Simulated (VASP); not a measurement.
# SiNi3 (P4/mmm) in VASP: a series of runs

Runs on SiNi3. Level: PBE. Tasks: single point.

Program: VASP 6.6.1. These are calculated values, not measurements. Logs are shortened: lines on timing, memory, paths and dates and some standing lists are left out, and cuts for length are marked.

## 1. The cell of the first run

Symmetry: P4/mmm, No. 123, tetragonal system. Conventional cell: a = 3.682 Å, b = 3.682 Å, c = 3.506 Å, α = 90.00°, β = 90.00°, γ = 90.00°. Si (site symmetry 4/mmm) has 12 Ni at 2.54 to 2.60 Å and 6 Si at 3.51 to 3.68 Å within 3.7 Å. Within 3.7 Å of Ni (site symmetry mmm) lie 4 Si at 2.54 Å and 14 Ni at 2.54 to 3.68 Å. Within 3.7 Å of Ni (site symmetry 4/mmm) lie 14 Ni at 2.54 to 3.68 Å and 4 Si at 2.60 Å.

## 2. Single point, PBE (strain +0.050 along x and y, +0.000 along z)

INCAR

```
PREC = Accurate ; ENCUT = 520
EDIFF = 1E-6 ; ISMEAR = 0
SIGMA = 0.15 ; LREAL = False
LASPH = True ; NELM = 100
ALGO = Fast ; ISIF = 2
LWAVE = False ; LCHARG = False
GGA = PE ; NBANDS = 25
```

KPOINTS

```
regular mesh
0
Gamma
  14 14 14
```

POSCAR

```
SiNi3
1.0
    3.6815726229      0.0000000000      0.0000000000
    0.0000000000      3.6815726229      0.0000000000
    0.0000000000      0.0000000000      3.5062596409
Si Ni
1 3
Direct
    0.0000000000      0.0000000000      0.0000000000
    0.0000000000      0.5000000000      0.5000000000
    0.5000000000      0.0000000000      0.5000000000
    0.5000000000      0.5000000000      0.0000000000
```

Potentials or basis: VASP PAW PBE potentials, release 64 (Si, Ni).

The run is started by

```sh
$ cat potpaw_PBE.64/Si/POTCAR potpaw_PBE.64/Ni/POTCAR > POTCAR
$ mpirun -np 1 vasp_std > vasp.out
```

OUTCAR:

```text
PREC = Accurate
   ENCUT = 520
   EDIFF = 1E-6
   ISMEAR = 0
   LREAL = False
   LASPH = True
   NELM = 100
   ISIF = 2
   GGA = PE

 ion  position               nearest neighbor table
   1  0.000  0.000  0.000-   2 2.54   3 2.54   2 2.54   3 2.54   2 2.54   2 2.54   3 2.54   3 2.54
                             4 2.60   4 2.60   4 2.60   4 2.60
   2  0.000  0.500  0.500-   1 2.54   4 2.54   1 2.54   4 2.54   1 2.54   1 2.54   4 2.54   4 2.54
                             3 2.60   3 2.60   3 2.60   3 2.60
   3  0.500  0.000  0.500-   1 2.54   4 2.54   1 2.54   4 2.54   4 2.54   4 2.54   1 2.54   1 2.54
                             2 2.60   2 2.60   2 2.60   2 2.60
   4  0.500  0.500  0.000-   2 2.54   3 2.54   2 2.54   3 2.54   3 2.54   3 2.54   2 2.54   2 2.54
                             1 2.60   1 2.60   1 2.60   1 2.60

  LATTYP: Found a simple tetragonal cell.
 ALAT       =     3.6815726229
 C/A-ratio  =     0.9523809524

  Lattice vectors:

 A1 = (   3.6815726229,   0.0000000000,   0.0000000000)
 A2 = (   0.0000000000,   3.6815726229,   0.0000000000)
 A3 = (   0.0000000000,   0.0000000000,   3.5062596409)

Analysis of symmetry for initial positions (statically):
=====================================================================
 Subroutine PRICEL returns:
 Original cell was already a primitive cell.

 Routine SETGRP: Setting up the symmetry group for a
 simple tetragonal supercell.

 Subroutine GETGRP returns: Found 16 space group operations
 (whereof 16 operations were pure point group operations)
 out of a pool of 16 trial point group operations.

The static configuration has the point symmetry D_4h.

Analysis of symmetry for dynamics (positions and initial velocities):
=====================================================================
 Subroutine PRICEL returns:
 Original cell was already a primitive cell.

 Routine SETGRP: Setting up the symmetry group for a
 simple tetragonal supercell.

 Subroutine GETGRP returns: Found 16 space group operations
 (whereof 16 operations were pure point group operations)
 out of a pool of 16 trial point group operations.

The dynamic configuration has the point symmetry D_4h.

 Subroutine INISYM returns: Found 16 space group operations
 (whereof 16 operations are pure point group operations),
 and found     1 'primitive' translations

----------------------------------------------------------------------------------------

                                     Primitive cell

  volume of cell :      47.5238

  direct lattice vectors                    reciprocal lattice vectors
     3.681572623  0.000000000  0.000000000     0.271623054  0.000000000  0.000000000
     0.000000000  3.681572623  0.000000000     0.000000000  0.271623054  0.000000000
     0.000000000  0.000000000  3.506259641     0.000000000  0.000000000  0.285204207

  length of vectors
     3.681572623  3.681572623  3.506259641     0.271623054  0.271623054  0.285204207

  position of ions in fractional coordinates (direct lattice)
     0.000000000  0.000000000  0.000000000
     0.000000000  0.500000000  0.500000000
     0.500000000  0.000000000  0.500000000
     0.500000000  0.500000000  0.000000000

  ion indices of the primitive-cell ions
   primitive index   ion index
                 1           1
                 2           2
                 3           3
                 4           4

----------------------------------------------------------------------------------------

 KPOINTS: regular mesh

Automatic generation of k-mesh.
 Grid dimensions read from file:
 generate k-points for:   14   14   14

 Generating k-lattice:

  Cartesian coordinates                     Fractional coordinates (reciprocal lattice)
     0.019401647  0.000000000  0.000000000     0.071428571  0.000000000  0.000000000
     0.000000000  0.019401647  0.000000000     0.000000000  0.071428571  0.000000000
     0.000000000  0.000000000  0.020371729     0.000000000  0.000000000  0.071428571

  Length of vectors
     0.019401647  0.019401647  0.020371729

  Shift w.r.t. Gamma in fractional coordinates (k-lattice)
     0.000000000  0.000000000  0.000000000

 Subroutine IBZKPT returns following result:
 ===========================================

 Found    288 irreducible k-points:

 Following reciprocal coordinates:
            Coordinates               Weight
  0.000000  0.000000  0.000000      1.000000
  0.071429  0.000000  0.000000      4.000000
  0.142857  0.000000  0.000000      4.000000
  0.214286  0.000000  0.000000      4.000000
  0.285714  0.000000  0.000000      4.000000
  0.357143  0.000000  0.000000      4.000000
[... 16 lines left out ...]
  0.285714  0.214286  0.000000      8.000000
  0.357143  0.214286  0.000000      8.000000
 [... further k-points ...]
   k-points           NKPTS =    288   k-points in BZ     NKDIM =    288   number of bands    NBANDS=     25
   number of dos      NEDOS =    301   number of ions     NIONS =      4
   total plane-waves  NPLWV =  21952
   dimension x,y,z NGX =    28 NGY =   28 NGZ =   28
   dimension x,y,z NGXF=    56 NGYF=   56 NGZF=   56
   ions per type =               1   3
   NGX,Y,Z   is equivalent  to a cutoff of  12.64, 12.64, 13.28 a.u.
   NGXF,Y,Z  is equivalent  to a cutoff of  25.29, 25.29, 26.55 a.u.
 SYSTEM =  unknown system
   PREC   = accura    normal or accurate (medium, high low for compatibility)
   ISTART =      0    job   : 0-new  1-cont  2-samecut
   ICHARG =      2    charge: 1-file 2-atom 10-const
   ISPIN  =      1    spin polarized calculation?
   LNONCOLLINEAR =      F non collinear calculations
   LSORBIT =      F    spin-orbit coupling
   LASPH  =      T    aspherical Exc in radial PAW
   ENCUT  =  520.0 eV  38.22 Ry    6.18 a.u.   6.85  6.85  6.52*2*pi/ulx,y,z
   NELM   =    100;   NELMIN=  2; NELMDL= -5     # of ELM steps
   EDIFF  = 0.1E-05   stopping-criterion for ELM
   LREAL  =      F    real-space projection
   EDIFFG = 0.1E-04   stopping-criterion for IOM
   NSW    =      0    number of steps for IOM
   IBRION =     -1    ionic relax: 0-MD 1-quasi-New 2-CG
   NFREE  =      0    steps in history (QN), initial steepest desc. (CG)
   ISIF   =      2    stress and relaxation
   ISYM   =      2    0-nonsym 1-usesym 2-fastsym
   POTIM  = 0.5000    time-step for ionic-motion
   TEBEG  =    0.0;   TEEND  =   0.0 temperature during run
   PSTRESS=    0.0 pullay stress
   NELECT =      34.0000    total number of electrons
   NUPDOWN=      -1.0000    fix difference up-down
   EMIN   =  10.00;   EMAX   =-10.00  energy-range for DOS
   EFERMI =   0.00;   METHOD = LEGACY
   ISMEAR =     0;   SIGMA  =   0.15  broadening in eV -4-tet -1-fermi 0-gaus
   EFERMI_NEDOS =   21; number of points for ismear=-14 and -15
   IALGO  =     68    algorithm
   IMIX   =      4    mixing-type and parameters
     AMIX     =   0.40;   BMIX     =  1.00
     AMIX_MAG =   1.60;   BMIX_MAG =  1.00
  volume/ion in A,a.u.               =      11.88        80.18
  Fermi-wavevector in a.u.,A,eV,Ry     =   1.464190  2.766918 29.168895  2.143853
  Thomas-Fermi vector in A             =   2.580196
   LORBIT       =      0    0 simple, 1 ext, 2 COOP (PROOUT), +10 PAW based schemes
   GGA     = PE    functional components
   LHFCALC =     F    Hartree Fock is set to
   AEXX    =    0.0000 exact exchange contribution
   IVDW    =     0    specifies the selected vdW correction
   LEPSILON=     F    determine dielectric tensor
   LRPA    =     F    only Hartree local field effects (RPA)
 non-spin polarized calculation
 RMM-DIIS sequential band-by-band and
 Gauss-broadening in eV      SIGMA  =   0.15
  energy-cutoff  :      520.00
  volume of cell :       47.52
 maximum number of plane-waves:      1305
 NGX is ok and might be reduce to    28
   NGX = 13   NGY = 13   NGZ = 13

 number of electron      33.9999958 magnetization

 Free energy of the ion-electron system (eV)
  ---------------------------------------------------
  ext. energy  EPLUGINS =         0.00000000
  ---------------------------------------------------
  free energy    TOTEN  =       -23.41934977 eV

  energy without entropy =      -23.39637995  energy(sigma->0) =      -23.40786486

 E-fermi :   9.2841     XC(G=0): -12.5691

 val. band max:        9.2751773476   @ k =   0.2143   0.0000   0.0714
 cond. band min:       9.2841048755   @ k =   0.2857   0.0000   0.0714
 fundamental gap:      0.0089275279
 Fermi energy:         9.2840871755

 k-point     1 :       0.0000    0.0000    0.0000
  band No.  band energies     occupation
      1      -1.9245      2.00000
      2       4.9599      2.00000
      3       5.7321      2.00000
      4       5.7886      2.00000
      5       6.1777      2.00000
      6       6.2380      2.00000
[... 17 lines left out ...]
     24      18.9016      0.00000
     25      19.4279      0.00000

 k-point     2 :       0.0714    0.0000    0.0000
  band No.  band energies     occupation
      1      -1.8718      2.00000
      2       4.9581      2.00000
      3       5.6517      2.00000
      4       5.8140      2.00000
      5       6.1675      2.00000
      6       6.2390      2.00000
[... 17 lines left out ...]
     24      18.7650      0.00000
     25      19.2626      0.00000

 k-point     3 :       0.1429    0.0000    0.0000
  band No.  band energies     occupation
      1      -1.7154      2.00000
      2       4.8543      2.00000
      3       5.4634      2.00000
      4       5.9157      2.00000
      5       6.1362      2.00000
      6       6.2391      2.00000
[... 17 lines left out ...]
     24      18.4601      0.00000
     25      18.7055      0.00000

 k-point     4 :       0.2143    0.0000    0.0000
  band No.  band energies     occupation
      1      -1.4613      2.00000
      2       4.3920      2.00000
      3       5.4459      2.00000
      4       6.0788      2.00000
      5       6.0844      2.00000
      6       6.2315      2.00000
[... 17 lines left out ...]
     24      17.8467      0.00000
     25      18.3129      0.00000
[... 477 lines left out ...]
 k-point    22 :       0.2143    0.2143    0.0000
  band No.  band energies     occupation
      1      -1.0146      2.00000
      2       4.5469      2.00000
      3       4.8138      2.00000
      4       5.8263      2.00000
      5       6.1259      2.00000
      6       6.2942      2.00000
[... 17 lines left out ...]
     24      18.0446      0.00000
     25      19.0960      0.00000

 k-point    23 :       0.2857    0.2143    0.0000
  band No.  band energies     occupation
      1      -0.6899      2.00000
      2       4.0016      2.00000
      3       4.8580      2.00000
      4       5.8989      2.00000
      5       6.0933      2.00000
      6       6.4039      2.00000
[... 17 lines left out ...]
     24      17.7446      0.00000
     25      19.0358      0.00000

 k-point    24 :       0.3571    0.2143    0.0000
  band No.  band energies     occupation
      1      -0.3162      2.00000
      2       3.3387      2.00000
      3       4.9934      2.00000
      4       5.9729      2.00000
      5       6.0648      2.00000
      6       6.5677      2.00000
[... 17 lines left out ...]
     24      18.2000      0.00000
     25      19.3297      0.00000

 [... further k-points ...]
[... 5 lines left out ...]
  --------------------------------------------------------------------------------------
  -------------------------------------------------------------------------------------
  Total       -5.3189184     -5.3189184     -3.7748764      0.0000000      0.0000000     -0.0000000
  in kB     -179.3176719   -179.3176719   -127.2631022      0.0000000      0.0000000     -0.0000000
  external PRESSURE =    -161.9661486 kB  Pullay stress =       0.0000000 kB

 VOLUME and BASIS-vectors are now :
 -----------------------------------------------------------------------------
  energy-cutoff  :      520.00
  volume of cell :       47.52
      direct lattice vectors                 reciprocal lattice vectors
     3.681572623  0.000000000  0.000000000     0.271623054  0.000000000  0.000000000
     0.000000000  3.681572623  0.000000000     0.000000000  0.271623054  0.000000000
     0.000000000  0.000000000  3.506259641     0.000000000  0.000000000  0.285204207

 POSITION                                       TOTAL-FORCE (eV/Angst)
 -----------------------------------------------------------------------------------
      0.00000      0.00000      0.00000         0.000000      0.000000      0.000000
      0.00000      1.84079      1.75313         0.000000      0.000000      0.000000
      1.84079      0.00000      1.75313         0.000000      0.000000      0.000000
      1.84079      1.84079      0.00000         0.000000      0.000000      0.000000
 -----------------------------------------------------------------------------------
    total drift:                                0.000000      0.000000      0.000000

  FREE ENERGIE OF THE ION-ELECTRON SYSTEM (eV)
  ---------------------------------------------------
  free  energy   TOTEN  =       -23.4193497738 eV

  energy  without entropy=      -23.3963799483  energy(sigma->0) =      -23.40786486
```

It took 2.4 min on 1 thread of Intel Xeon 6975P-C (Granite Rapids), shared host; peak memory 0.37 GiB.

What came out:

| Property | Result |
| --- | --- |
| Free energy | -23.4193 eV |
| Pressure | -16.2 GPa |
| Band gap on the k mesh | zero (bands 17 and 18 overlap by 0.28 eV) |

Stress tensor (GPa, compression positive):
```
-17.93   0.00   0.00
  0.00 -17.93   0.00
  0.00   0.00 -12.73
```

Caveat: the cell differs from its parent crystal (strain +0.050 along x and y, +0.000 along z); the cell stands under tension.

## 3. Single point, PBE (strain -0.050 along x and y, +0.000 along z)

INCAR

```
SYSTEM = SiNi3
ALGO = Fast ; EDIFF = 1E-6
ENCUT = 520 ; GGA = PE
ISIF = 2 ; ISMEAR = 0
LASPH = .True. ; LCHARG = .False.
LREAL = .False. ; LWAVE = .False.
NBANDS = 25 ; NELM = 100
PREC = Accurate ; SIGMA = 0.15
```

KPOINTS

```
k-points
0
Gamma
  14 14 14
  0 0 0
```

POSCAR, as its differences from that of step 2:

```diff
@@ -2,4 +2,4 @@
 1.0
-    3.6815726229      0.0000000000      0.0000000000
-    0.0000000000      3.6815726229      0.0000000000
+    3.3309466589      0.0000000000      0.0000000000
+    0.0000000000      3.3309466589      0.0000000000
     0.0000000000      0.0000000000      3.5062596409
```

Potentials or basis: VASP PAW PBE potentials, release 64 (Si, Ni).

The run is started by

```sh
$ cat potpaw_PBE.64/Si/POTCAR potpaw_PBE.64/Ni/POTCAR > POTCAR
$ mpirun -np 1 vasp_std > vasp.out
```

OUTCAR:

```text
SYSTEM = SiNi3
   EDIFF = 1E-6
   ENCUT = 520
   GGA = PE
   ISIF = 2
   ISMEAR = 0
   LASPH = .True.
   LREAL = .False.
   NELM = 100
   PREC = Accurate

 ion  position               nearest neighbor table
   1  0.000  0.000  0.000-   4 2.36   4 2.36   4 2.36   4 2.36   3 2.42   2 2.42   3 2.42   2 2.42
                             3 2.42   2 2.42   3 2.42   2 2.42
   2  0.000  0.500  0.500-   3 2.36   3 2.36   3 2.36   3 2.36   4 2.42   1 2.42   1 2.42   1 2.42
                             4 2.42   4 2.42   4 2.42   1 2.42
[... 880 lines left out ...]
  --------------------------------------------------------------------------------------
  -------------------------------------------------------------------------------------
  Total        7.7997613      7.7997613      4.9582900      0.0000000      0.0000000      0.0000000
  in kB      321.2273144    321.2273144    204.2034518      0.0000000      0.0000000      0.0000000
  external PRESSURE =     282.2193602 kB  Pullay stress =       0.0000000 kB

 VOLUME and BASIS-vectors are now :
 -----------------------------------------------------------------------------
  energy-cutoff  :      520.00
  volume of cell :       38.90
      direct lattice vectors                 reciprocal lattice vectors
     3.330946659  0.000000000  0.000000000     0.300214955  0.000000000  0.000000000
     0.000000000  3.330946659  0.000000000     0.000000000  0.300214955  0.000000000
     0.000000000  0.000000000  3.506259641     0.000000000  0.000000000  0.285204207

 POSITION                                       TOTAL-FORCE (eV/Angst)
 -----------------------------------------------------------------------------------
      0.00000      0.00000      0.00000         0.000000      0.000000      0.000000
      0.00000      1.66547      1.75313         0.000000      0.000000      0.000000
      1.66547      0.00000      1.75313         0.000000      0.000000      0.000000
      1.66547      1.66547      0.00000         0.000000      0.000000      0.000000
 -----------------------------------------------------------------------------------
    total drift:                                0.000000      0.000000      0.000000

  FREE ENERGIE OF THE ION-ELECTRON SYSTEM (eV)
  ---------------------------------------------------
  free  energy   TOTEN  =       -23.3149244963 eV

  energy  without entropy=      -23.2976377824  energy(sigma->0) =      -23.30628114
```

It took 2.1 min on 1 thread of Intel Xeon 6975P-C (Granite Rapids), shared host; peak memory 0.33 GiB.

Results:

```yaml
Free_energy: -23.3149 eV
Pressure: 28.2 GPa
Band_gap_on_the_k_mesh: zero (bands 17 and 18 overlap by 0.45 eV)
```

Stress tensor (GPa, compression positive):
```
32.12  0.00  0.00
 0.00 32.12  0.00
 0.00  0.00 20.42
```

Caveat: the cell differs from its parent crystal (strain -0.050 along x and y, +0.000 along z); the cell stands under pressure.

(Continued in part 2 of 2.)
